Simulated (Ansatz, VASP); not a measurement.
# Two plane-wave programs on C

The input INCAR:

```
SYSTEM = C
ALGO = Normal
EDIFF = 1E-6
EDIFFG = -0.025
ENCUT = 600
GGA = PE
IBRION = 2
ISIF = 3
ISMEAR = 0
LASPH = .TRUE.
LCHARG = .FALSE.
LREAL = .FALSE.
LWAVE = .FALSE.
NELM = 60
NSW = 80
PREC = Accurate
SIGMA = 0.2
```

File KPOINTS:

```
k-points
0
G
  8 8 6
  0 0 0
```

File POSCAR:

```
C
1.0
    0.0203234909     -0.0502877864     -2.5090413451
   -1.2203026121     -2.9676181214     -0.0515563391
   -3.9258443926      3.0757095503      0.0922738977
C
6
Direct
    0.4504064662      0.0124478872      0.6641584500
    0.4205586913      0.4594130911      0.1703080658
    0.5834597439      0.4897834843      0.8444660886
    0.5219146527      0.9670964740      0.3829953995
   -0.0523461065      0.7605144322      0.7018319328
    0.0760065524      0.3107446312      0.2362400633
```

Input for Ansatz:

```yaml
crystal:
  lattice:
    - [0.0203234909, -0.0502877864, -2.5090413451]
    - [-1.2203026121, -2.9676181214, -0.0515563391]
    - [-3.9258443926, 3.0757095503, 0.0922738977]
  atoms:
    - { symbol: C, position: [0.4504064662, 0.0124478872, 0.66415845] }
    - { symbol: C, position: [0.4205586913, 0.4594130911, 0.1703080658] }
    - { symbol: C, position: [0.5834597439, 0.4897834843, 0.8444660886] }
    - { symbol: C, position: [0.5219146527, 0.967096474, 0.3829953995] }
    - { symbol: C, position: [-0.0523461065, 0.7605144322, 0.7018319328] }
    - { symbol: C, position: [0.0760065524, 0.3107446312, 0.2362400633] }
basis:
  ecutwfc: 420
kpoints:
  mp_grid: { grid: [8, 8, 6] }
hamiltonian:
  xc: pbe
scf:
  occupations: { method: gaussian, width: 0.2 }
  lower_state_search: "off"
output:
  forces: true
  stress: true
  eigenvalues: true
relax:
  adjacent_minimum: "off"
  f_tol: 0.025
  max_steps: 60
  cell: { stress_tol: 0.25 }
```

Change from the starting cell: cell x2, atoms moved at random (sigma 0.15 Å) and cell strained at random (1.5 %), then relaxed without symmetry.

Alike in both runs: task relaxation of cell and atoms; functional PBE; k mesh 8 × 8 × 6; occupations gaussian, width 0.2 eV; no spin polarisation.

|  | VASP | Ansatz |
| --- | --- | --- |
| version | VASP 6.6.1 | Ansatz 0.2.0 |
| potentials or method | VASP PAW PBE potentials, release 64 (C), cutoff 600 eV | scalar-relativistic, plane waves, PAW |
| valence electrons in the cell | 24 | 24 |

Ansatz gave:

* gap on the k mesh at the Fermi level, each at its own relaxed structure (eV): none
* relaxed volume (Å³/atom): 6.37
* relaxed length of the cell vector where the two differ most in proportion (Å): 5.109

Problem. Which values does VASP return?

Solution. gap on the k mesh at the Fermi level, each at its own relaxed structure (eV): none; relaxed volume (Å³/atom): 6.37; relaxed length of the cell vector where the two differ most in proportion (Å): 5.112.

A gap of «none» marks a metal or a gap that the smearing closes.
